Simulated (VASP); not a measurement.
# Be (P6/mmm) in VASP: further runs

Be is run at these levels: PBEsol; tasks: single point.

Program: VASP 6.6.1. These are calculated values, not measurements. Logs are shortened: lines on timing, memory, paths and dates and some standing lists are left out, and cuts for length are marked.

## 1. The cell of the first run

The structure is hexagonal, space group P6/mmm (No. 191). Conventional cell: a = 2.072 Å, b = 2.072 Å, c = 2.251 Å, α = 90.00°, β = 90.00°, γ = 120.00°. Within 2.7 Å of Be (site symmetry 6/mmm) lie 8 Be at 2.07 to 2.25 Å.

This isn't the form of Be at room conditions, which is hcp.

## 2. Single point, PBEsol

INCAR reads:

```
SYSTEM = Be
PREC = Accurate ; ENCUT = 520
EDIFF = 1E-6 ; ISMEAR = -1
SIGMA = 0.08 ; LREAL = .FALSE.
LASPH = .TRUE. ; NELM = 100
ALGO = Normal ; ISIF = 2
LWAVE = .FALSE. ; LCHARG = .FALSE.
GGA = PS ; NBANDS = 7
```

KPOINTS reads:

```
Automatic mesh
0
G
  21 21 19
  0 0 0
```

POSCAR reads:

```
Be
1.0
    2.0721683469      0.0000000000      0.0000000000
   -1.0360841734      1.7945504293      0.0000000000
    0.0000000000      0.0000000000      2.2506327381
Be
1
Direct
    0.0000000000      0.0000000000      0.0000000000
```

Potentials or basis: VASP PAW PBE potentials, release 64 (Be).

The run is started by

```bash
$ cat potpaw_PBE.64/Be/POTCAR > POTCAR
$ mpirun -np 1 vasp_std > vasp.out
```

OUTCAR:

```text
SYSTEM = Be
   PREC = Accurate
   ENCUT = 520
   EDIFF = 1E-6
   ISMEAR = -1
   LREAL = .FALSE.
   LASPH = .TRUE.
   NELM = 100
   ISIF = 2
   GGA = PS

 ion  position               nearest neighbor table
   1  0.000  0.000  0.000-

  LATTYP: Found a hexagonal cell.
 ALAT       =     2.0721683469
 C/A-ratio  =     1.0861244655

  Lattice vectors:

 A1 = (   2.0721683469,   0.0000000000,   0.0000000000)
 A2 = (  -1.0360841734,   1.7945504293,   0.0000000000)
 A3 = (   0.0000000000,   0.0000000000,   2.2506327381)

Analysis of symmetry for initial positions (statically):
=====================================================================
 Subroutine PRICEL returns:
 Original cell was already a primitive cell.

 Routine SETGRP: Setting up the symmetry group for a
 hexagonal supercell.

 Subroutine GETGRP returns: Found 24 space group operations
 (whereof 24 operations were pure point group operations)
 out of a pool of 24 trial point group operations.

The static configuration has the point symmetry D_6h.

Analysis of symmetry for dynamics (positions and initial velocities):
=====================================================================
 Subroutine PRICEL returns:
 Original cell was already a primitive cell.

 Routine SETGRP: Setting up the symmetry group for a
 hexagonal supercell.

 Subroutine GETGRP returns: Found 24 space group operations
 (whereof 24 operations were pure point group operations)
 out of a pool of 24 trial point group operations.

The dynamic configuration has the point symmetry D_6h.

 Subroutine INISYM returns: Found 24 space group operations
 (whereof 24 operations are pure point group operations),
 and found     1 'primitive' translations

----------------------------------------------------------------------------------------

                                     Primitive cell

  volume of cell :       8.3692

  direct lattice vectors                    reciprocal lattice vectors
     2.072168347  0.000000000  0.000000000     0.482586273  0.278621315  0.000000000
    -1.036084173  1.794550429  0.000000000     0.000000000  0.557242630  0.000000000
     0.000000000  0.000000000  2.250632738     0.000000000  0.000000000  0.444319494

  length of vectors
     2.072168347  2.072168347  2.250632738     0.557242629  0.557242630  0.444319494

  position of ions in fractional coordinates (direct lattice)
[... 76 lines left out ...]
   NELM   =    100;   NELMIN=  2; NELMDL= -5     # of ELM steps
   EDIFF  = 0.1E-05   stopping-criterion for ELM
   LREAL  =      F    real-space projection
   EDIFFG = 0.1E-04   stopping-criterion for IOM
   NSW    =      0    number of steps for IOM
   IBRION =     -1    ionic relax: 0-MD 1-quasi-New 2-CG
   NFREE  =      0    steps in history (QN), initial steepest desc. (CG)
   ISIF   =      2    stress and relaxation
   ISYM   =      2    0-nonsym 1-usesym 2-fastsym
   POTIM  = 0.5000    time-step for ionic-motion
   TEBEG  =    0.0;   TEEND  =   0.0 temperature during run
   PSTRESS=    0.0 pullay stress
   NELECT =       2.0000    total number of electrons
   NUPDOWN=      -1.0000    fix difference up-down
   EMIN   =  10.00;   EMAX   =-10.00  energy-range for DOS
   EFERMI =   0.00;   METHOD = LEGACY
   ISMEAR =    -1;   SIGMA  =   0.08  broadening in eV -4-tet -1-fermi 0-gaus
   EFERMI_NEDOS =   21; number of points for ismear=-14 and -15
   IALGO  =     38    algorithm
   IMIX   =      4    mixing-type and parameters
     AMIX     =   0.40;   BMIX     =  1.00
     AMIX_MAG =   1.60;   BMIX_MAG =  1.00
  volume/ion in A,a.u.               =       8.37        56.48
  Fermi-wavevector in a.u.,A,eV,Ry     =   1.015913  1.919797 14.042282  1.032079
  Thomas-Fermi vector in A             =   2.149226
   LORBIT       =      0    0 simple, 1 ext, 2 COOP (PROOUT), +10 PAW based schemes
   GGA     = PS    functional components
   LHFCALC =     F    Hartree Fock is set to
   AEXX    =    0.0000 exact exchange contribution
   IVDW    =     0    specifies the selected vdW correction
   LEPSILON=     F    determine dielectric tensor
   LRPA    =     F    only Hartree local field effects (RPA)
 non-spin polarized calculation
  energy-cutoff  :      520.00
  volume of cell :        8.37
 maximum number of plane-waves:       236
 NGX is ok and might be reduce to    16
   NGX =  7   NGY =  7   NGZ =  9

 number of electron       2.0000000 magnetization

 Free energy of the ion-electron system (eV)
  ---------------------------------------------------
  ext. energy  EPLUGINS =         0.00000000
  ---------------------------------------------------
  free energy    TOTEN  =        -3.42750976 eV

  energy without entropy =       -3.42363274  energy(sigma->0) =       -3.42557125

 E-fermi :   6.0239     XC(G=0): -10.3767

 val. band max:        6.0053962437   @ k =   0.3333   0.3333   0.0526
 cond. band min:       6.0364397201   @ k =   0.0952   0.0952   0.3684
 fundamental gap:      0.0310434764
 Fermi energy:         6.0238650080

 k-point     1 :       0.0000    0.0000    0.0000
  band No.  band energies     occupation
      1      -4.4403      2.00000
      2      16.7828      0.00000
      3      24.0703      0.00000
      4      27.7862      0.00000
      5      27.7862      0.00000
      6      38.4658      0.00000
      7      38.4658      0.00000
[... 221 lines left out ...]
 k-point    24 :       0.1905    0.0952    0.0000
  band No.  band energies     occupation
      1      -2.2919      2.00000
      2      17.5120      0.00000
      3      19.3506      0.00000
      4      20.5337      0.00000
      5      28.7193      0.00000
      6      34.9866      0.00000
      7      42.6059      0.00000

 [... further k-points ...]

------------------------ aborting loop because EDIFF is reached ----------------------------------------

  FORCE on cell =-STRESS in cart. coord.  units (eV):
  Direction    XX          YY          ZZ          XY          YZ          ZX
  --------------------------------------------------------------------------------------
  -------------------------------------------------------------------------------------
  Total        0.7038694      0.7038694      0.6829232      0.0000000     -0.0000000      0.0000000
  in kB      134.7464556    134.7464556    130.7365846      0.0000000     -0.0000000      0.0000000
  external PRESSURE =     133.4098319 kB  Pullay stress =       0.0000000 kB

 VOLUME and BASIS-vectors are now :
 -----------------------------------------------------------------------------
  energy-cutoff  :      520.00
  volume of cell :        8.37
      direct lattice vectors                 reciprocal lattice vectors
     2.072168347  0.000000000  0.000000000     0.482586273  0.278621315  0.000000000
    -1.036084173  1.794550429  0.000000000     0.000000000  0.557242630  0.000000000
     0.000000000  0.000000000  2.250632738     0.000000000  0.000000000  0.444319494

 POSITION                                       TOTAL-FORCE (eV/Angst)
 -----------------------------------------------------------------------------------
      0.00000      0.00000      0.00000        -0.000000      0.000000      0.000000
 -----------------------------------------------------------------------------------
    total drift:                               -0.000000     -0.000000      0.000000

  FREE ENERGIE OF THE ION-ELECTRON SYSTEM (eV)
  ---------------------------------------------------
  free  energy   TOTEN  =        -3.4275097566 eV

  energy  without entropy=       -3.4236327402  energy(sigma->0) =       -3.42557125
```

OSZICAR:

```text
N       E                     dE             d eps       ncg     rms          rms(c)
DAV:   1    -0.220889653539E+01   -0.22089E+01   -0.11811E+03  7161   0.237E+02
DAV:   2    -0.348659111236E+01   -0.12777E+01   -0.12197E+01  9345   0.254E+01
DAV:   3    -0.348915522787E+01   -0.25641E-02   -0.25633E-02  7959   0.977E-01
DAV:   4    -0.348915572143E+01   -0.49356E-06   -0.49438E-06  9926   0.139E-02
DAV:   5    -0.348915572183E+01   -0.40032E-09   -0.59246E-10  7980   0.646E-05    0.139E+00
DAV:   6    -0.344551650208E+01    0.43639E-01   -0.20434E-02  7868   0.594E-01    0.795E-01
DAV:   7    -0.342752052456E+01    0.17996E-01   -0.28775E-02  8218   0.617E-01    0.570E-02
DAV:   8    -0.342751178045E+01    0.87441E-05   -0.10767E-04  7637   0.705E-02    0.104E-02
DAV:   9    -0.342750971951E+01    0.20609E-05   -0.28349E-06  8316   0.548E-03    0.961E-04
DAV:  10    -0.342750975662E+01   -0.37113E-07   -0.10159E-08  4074   0.615E-04
   1 F= -.34275098E+01 E0= -.34255712E+01  d E =-.387702E-02
```

Wall time 13 s (1 thread of Intel Xeon 8259CL, shared host); peak memory 0.13 GiB.

What came out:

- Free energy: -3.4275 eV
- Pressure: 13.3 GPa
- Band gap on the k mesh: zero (bands 1 and 2 overlap by 7.06 eV)

Stress tensor (GPa, compression positive):
```
13.47  0.00  0.00
 0.00 13.47  0.00
 0.00  0.00 13.07
```

Caveat: the cell stands under pressure; the PAW data sets were made with another functional, which shifts forces and pressure a little.

## 3. Single point, PBEsol

INCAR reads:

```
SYSTEM = Be
PREC     = Accurate       ! precision mode
ENCUT    = 520            ! plane-wave cutoff, eV
EDIFF    = 1E-7           ! SCF threshold, eV
ISMEAR   = -1             ! smearing method
SIGMA    = 0.08           ! smearing width, eV
LREAL    = .FALSE.        ! projectors in reciprocal space
LASPH    = .TRUE.         ! aspherical terms in the spheres
NELM     = 60             ! most SCF steps
ALGO     = Normal         ! electronic algorithm
ISIF     = 2              ! what is computed and relaxed
LWAVE    = .FALSE.        ! write WAVECAR
LCHARG   = .FALSE.        ! write CHGCAR
GGA      = PS             ! functional
NBANDS   = 7              ! bands
```

KPOINTS is that of step 2.

POSCAR reads:

```
Be
1.0
    2.0716409141      0.0000000000      0.0000000000
   -1.0358204570      1.7940936591      0.0000000000
    0.0000000000      0.0000000000      2.2502255416
Be
1
Direct
    0.0000000000      0.0000000000      0.0000000000
```

Potentials or basis: VASP PAW PBE potentials, release 64 (Be).

The run is started by

```bash
$ cat potpaw_PBE.64/Be/POTCAR > POTCAR
$ mpirun -np 1 vasp_std > vasp.out
```

Run time: 24 s. Hardware: 1 thread of Intel Xeon 8259CL, shared host; peak memory 0.13 GiB.

It converged, with:

```
Free energy            : -3.4270 eV
Pressure               : 13.4 GPa
Band gap on the k mesh : zero (bands 1 and 2 overlap by 7.06 eV)
```

Stress tensor (GPa, compression positive):
```
13.61  0.00  0.00
 0.00 13.61  0.00
 0.00  0.00 13.11
```

Levels at points of the mesh, in eV from the Fermi level:
| k point | band 1 | band 2 | band 3 | band 4 |
| --- | --- | --- | --- | --- |
| (0.00, 0.00, 0.00) | -10.47 | 10.76 | 18.05 | 21.78 |

Caveat: the cell stands under pressure; the PAW data sets were made with another functional, which shifts forces and pressure a little.
